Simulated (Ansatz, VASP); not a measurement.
# Two plane-wave programs on PtS2

```
Pt S
1.0
     3.56334    0.00000    0.00000
    -1.78167    3.08595    0.00000
     0.00000    0.00000    4.55039
Pt S
1 2
Cartesian
  0.0000 0.0000 0.0000
  0.0000 2.0573 1.1825
  1.7817 1.0286 3.3679
```

Alike in both runs: functional LDA; k mesh 6 × 6 × 4; occupations gaussian, width 0.1 eV; no spin polarisation.

Ansatz relaxed the structure, and its values are those at the end. VASP's run is a single point on that final structure, the one shown.

|  | VASP | Ansatz |
| --- | --- | --- |
| version | VASP 6.6.1 | Ansatz 0.2.0 |
| potentials or method | VASP PAW LDA potentials, release 64 (Pt, S), cutoff 520 eV | scalar-relativistic, plane waves, PAW |
| valence electrons in the cell | 22 | 30 |

Ansatz gave:

* gap on the k mesh at the Fermi level (eV): none
* pressure (GPa): 0.2
* rms of the force components (eV/Å): 0.018

What did VASP give for the same quantities?

gap on the k mesh at the Fermi level (eV): none; pressure (GPa): 0.2; rms of the force components (eV/Å): 0.017.

LDA's correlation is that of Perdew and Zunger in VASP and of Perdew and Wang (1992) in Ansatz. A gap of «none» marks a metal or a gap that the smearing closes. VASP's potentials hold 22 valence electrons a cell and Ansatz's 30, so a difference there can come from the potentials and not from the codes.

Spin-orbit coupling is off throughout.
